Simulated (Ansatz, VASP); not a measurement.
**CaC2: VASP beside Ansatz**

INCAR

```
PREC     = Accurate       # precision mode
ENCUT    = 520            # plane-wave cutoff, eV
EDIFF    = 1E-6           # SCF threshold, eV
ISMEAR   = 0              # smearing method
SIGMA    = 0.05           # smearing width, eV
LREAL    = False          # projectors in reciprocal space
LASPH    = True           # aspherical terms in the spheres
NELM     = 80             # most SCF steps
ALGO     = Normal         # electronic algorithm
ISIF     = 2              # what is computed and relaxed
LWAVE    = False          # write WAVECAR
LCHARG   = False          # write CHGCAR
GGA      = CA             # functional
NBANDS   = 16             # bands
```

The input KPOINTS:

```
Automatic mesh
0
Gamma
  10 10 10
```

Contents of POSCAR:

```
CaC2
1.0
   -1.9342985994      1.9342985994      3.4422695857
    1.9342985994     -1.9342985994      3.4422695857
    1.9342985994      1.9342985994     -3.4422695857
Ca C
1 2
Direct
    0.0000000000      0.0000000000      0.0000000000
    0.5978927200      0.5978927200      0.0000000000
    0.4021072800      0.4021072800      0.0000000000
```

Input for Ansatz:

```yaml
crystal:
  lattice:
    - [-1.9342985994, 1.9342985994, 3.4422695857]
    - [1.9342985994, -1.9342985994, 3.4422695857]
    - [1.9342985994, 1.9342985994, -3.4422695857]
  atoms:
    - { symbol: Ca, position: [0.0, 0.0, 0.0] }
    - { symbol: C, position: [0.59789272, 0.59789272, 0.0] }
    - { symbol: C, position: [0.40210728, 0.40210728, 0.0] }
basis:
  ecutwfc: 420
kpoints:
  mp_grid: { grid: [10, 10, 10] }
hamiltonian:
  xc: lda
scf:
  occupations: { method: gaussian, width: 0.05 }
output:
  forces: true
  stress: true
  eigenvalues: true
```

Change from the starting cell: strain +0.0750 x Voigt [0, 0, 1, 0, 0, 0], atoms carried along.

Alike in both runs: task single point; functional LDA; k mesh 10 × 10 × 10; occupations gaussian, width 0.05 eV; no spin polarisation.

|  | VASP | Ansatz |
| --- | --- | --- |
| version | VASP 6.6.1 | Ansatz 0.2.0 |
| potentials or method | VASP PAW LDA potentials, release 64 (Ca_sv, C), cutoff 520 eV | scalar-relativistic, plane waves, PAW |
| valence electrons in the cell | 18 | 18 |

```tsv
	VASP	Ansatz	Ansatz less VASP
gap on the k mesh at the Fermi level (eV)	0.86	0.87	+0.012
least direct gap on the mesh (eV)	1.91	1.92	+0.011
pressure (GPa)	-14.2	-14.5	-0.30
traceless stress, the component that is largest in VASP (GPa)	-19.54	-19.74	-0.199
rms of the force components (eV/Å)	2.339	2.378	+0.0395
```

LDA's correlation is that of Perdew and Zunger in VASP and of Perdew and Wang (1992) in Ansatz. Atom by atom the forces differ by 0.039 eV/Å (rms over components).
